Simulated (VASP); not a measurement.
**SiS3: single point with PBE**

The system is SiS3.

```
Si S
1.0
     5.03739    0.00000    0.00000
     0.00000    5.03739    0.00000
     0.00000    0.00000    5.03739
Si S
2 6
Direct
  0.00000 0.00000 0.00000
  0.50000 0.50000 0.50000
  0.00000 0.50000 0.25000
  0.00000 0.50000 0.75000
  0.25000 0.00000 0.50000
  0.75000 0.00000 0.50000
  0.50000 0.75000 0.00000
  0.50000 0.25000 0.00000
```

- Program: VASP 6.6.1
- Task: single point
- Functional: PBE
- Potentials or basis: VASP PAW PBE potentials, release 64 (Si, S)
- Cutoff: 500 eV
- k mesh: 4 × 4 × 4
- Occupations: gaussian, width 0.1 eV
- Spin: no spin polarisation

The pressure is -0.5 GPa. The band gap on the k mesh is zero (band 22 reaches 7.95 eV, above the bottom of band 23 at 6.53 eV).

Levels at points of the mesh, in eV from the Fermi level:
```csv
k point,band 19,band 20,band 21,band 22,band 23,band 24,band 25,band 26
"(0.00, 0.00, 0.00)",-2.68,-2.10,-0.31,-0.31,-0.31,2.95,2.95,2.95
"(0.50, 0.00, 0.00)",-1.72,-1.72,-0.39,-0.39,0.24,0.24,2.72,2.72
"(0.50, 0.50, 0.00)",-1.47,-0.70,0.36,0.36,0.42,0.42,0.66,1.72
"(0.50, 0.50, 0.50)",-1.21,-1.21,-1.05,-1.05,-1.05,-1.05,0.16,0.16
```

Wall time 20 s on 1 thread of Intel(R) Xeon(R) 6975P-C (Granite Rapids), on a shared host, peak memory 0.25 GiB.
